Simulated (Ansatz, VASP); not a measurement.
TaIn2: VASP beside Ansatz

```xyz
3
Lattice="0.0000 3.1706 3.1706 3.1706 0.0000 3.1706 3.1706 3.1706 0.0000" Properties=species:S:1:pos:R:3 pbc="T T T"
Ta    0.0000    0.0000    0.0000
In    1.5853    1.5853    1.5853
In    4.7559    4.7559    4.7559
```

Alike in both runs: task single point; functional PBE; k mesh 6 × 6 × 6; occupations gaussian, width 0.1 eV; no spin polarisation.

```csv
,VASP,Ansatz
version,VASP 6.6.1,Ansatz 0.2.0
potentials or method,"VASP PAW PBE potentials, release 64 (Ta_pv, In_d), cutoff 520 eV","scalar-relativistic, plane waves, PAW"
valence electrons in the cell,37,39
```

|  | VASP | Ansatz | Ansatz less VASP |
| --- | --- | --- | --- |
| gap on the k mesh at the Fermi level (eV) | none | none | - |
| pressure (GPa) | 20.2 | 20.2 | -0.05 |

A gap of «none» marks a metal or a gap that the smearing closes. With one functional, cell and mesh, what is left measures potentials, basis and numerics. VASP's potentials hold 37 valence electrons a cell and Ansatz's 39, so a difference there can come from the potentials and not from the codes.

Neither program's run includes spin-orbit coupling.
